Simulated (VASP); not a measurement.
Here is a VASP 6.6.1 calculation.

Contents of INCAR:

```
SYSTEM = CoH
  PREC = Accurate
  ENCUT = 520
  EDIFF = 1E-6
  ISMEAR = -1
  SIGMA = 0.1
  LREAL = .False.
  LASPH = .True.
  NELM = 150
  ALGO = Normal
  ISIF = 2
  LWAVE = .False.
  LCHARG = .False.
  ISPIN = 2
  MAGMOM = 2.5 0
  LORBIT = 11
  LMAXMIX = 4
  GGA = PS
  NBANDS = 16
```

Contents of KPOINTS:

```
Automatic mesh
0
Gamma
  13 13 13
  0 0 0
```

The input POSCAR:

```
CoH
1.0
    0.0000000000      1.8180540548      1.8180540548
    1.8180540548      0.0000000000      1.8180540548
    1.8180540548      1.8180540548      0.0000000000
Co H
1 1
Direct
    0.0000000000      0.0000000000      0.0000000000
    0.5000000000      0.5000000000      0.5000000000
```

Potentials or basis: VASP PAW PBE potentials, release 64 (Co, H).

The run is started by

```sh
$ cat potpaw_PBE.64/Co/POTCAR potpaw_PBE.64/H/POTCAR > POTCAR
$ mpirun -np 1 vasp_std > vasp.out
```

Estimate the net moment.

1.11 μB per cell.

Predict the site moments.

Co +1.13; H -0.01 μB.

Predict the pressure.

2.7 GPa.

Caveat: the PAW data sets were made with another functional, which shifts forces and pressure a little.
